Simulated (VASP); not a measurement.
Set up this calculation in VASP 6.6.1, as the native input.

* Task: single point
* Functional: PBEsol
* Potentials or basis: VASP PAW PBE potentials, release 64 (Rb_sv)
* Cutoff: 520 eV
* k mesh: 7 × 7 × 4
* Occupations: fermi-dirac, width 0.1 eV
* Spin: no spin polarisation
* Dipole correction: no
* Further INCAR settings: ALGO = Normal; EDIFF = 1e-07; NBANDS = 16

The structure of Rb lies in POSCAR:

```
Rb
1.0
    5.0882070000      0.0000000000      0.0000000000
   -2.5441030000      4.4065170000      0.0000000000
    0.0000000000      0.0000000000      8.4420580000
Rb
2
Direct
    0.3333333333      0.6666666667      0.2500000000
    0.6666666667      0.3333333333      0.7500000000
```

This isn't the form of Rb at room conditions, which is bcc.

One way to write it, as run:

INCAR

```
PREC = Accurate
ENCUT = 520
EDIFF = 1E-7
ISMEAR = -1
SIGMA = 0.1
LREAL = False
LASPH = True
NELM = 100
ALGO = Normal
ISIF = 2
LWAVE = False
LCHARG = False
GGA = PS
NBANDS = 16
```

KPOINTS

```
regular mesh
0
Gamma
  7 7 4
```

Potentials or basis: VASP PAW PBE potentials, release 64 (Rb_sv).

Launch:

```sh
$ cat potpaw_PBE.64/Rb_sv/POTCAR > POTCAR
$ mpirun -np 1 vasp_std > vasp.out
```

It gave:

```yaml
Pressure: -0.2 GPa
Band_gap_on_the_k_mesh: zero (bands 9 and 10 overlap by 1.91 eV)
```

Caveat: the PAW data sets were made with another functional, which shifts forces and pressure a little.

Run time: 48 s on 1 thread of Intel(R) Xeon(R) Platinum 8375C CPU @ 2.90GHz (Ice Lake), with other jobs on the host, peak memory 0.32 GiB.
